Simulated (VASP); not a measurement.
CdS, 2 atoms in the cell. Symmetry: P3m1, No. 156, trigonal system. The conventional cell has a = 4.204 Å, b = 4.204 Å, c = 5.726 Å, α = 90.00°, β = 90.00°, γ = 120.00°. Cd (site symmetry 3m) has 3 S at 2.43 Å within 3.2 Å. S (site symmetry 3m) has 3 Cd at 2.43 Å within 3.2 Å. 

- Program: VASP 6.6.1
- Task: single point
- Functional: PBEsol
- Potentials or basis: VASP PAW PBE potentials, release 64 (Cd, S)
- Cutoff: 520 eV
- k mesh: 7 × 7 × 5
- Occupations: fermi-dirac, width 0.05 eV
- Spin: no spin polarisation
- Dipole correction: no
- Further INCAR settings: ALGO = Normal; EDIFF = 1e-07; NBANDS = 16

Potentials or basis: VASP PAW PBE potentials, release 64 (Cd, S).

The run is started by

```sh
$ cat potpaw_PBE.64/Cd/POTCAR potpaw_PBE.64/S/POTCAR > POTCAR
$ mpirun -np 1 vasp_std > vasp.out
```

Hardware: 1 thread of Intel(R) Xeon(R) Platinum 8259CL CPU @ 2.50GHz (Skylake/Cascade Lake) (shared host).

Question: How long does it take, and how much memory?

Answer: It took 34 s on 1 thread of Intel(R) Xeon(R) Platinum 8259CL CPU @ 2.50GHz (Skylake/Cascade Lake), on a shared host, peak memory 0.22 GiB. Counts: scf iterations 15, k points 32.
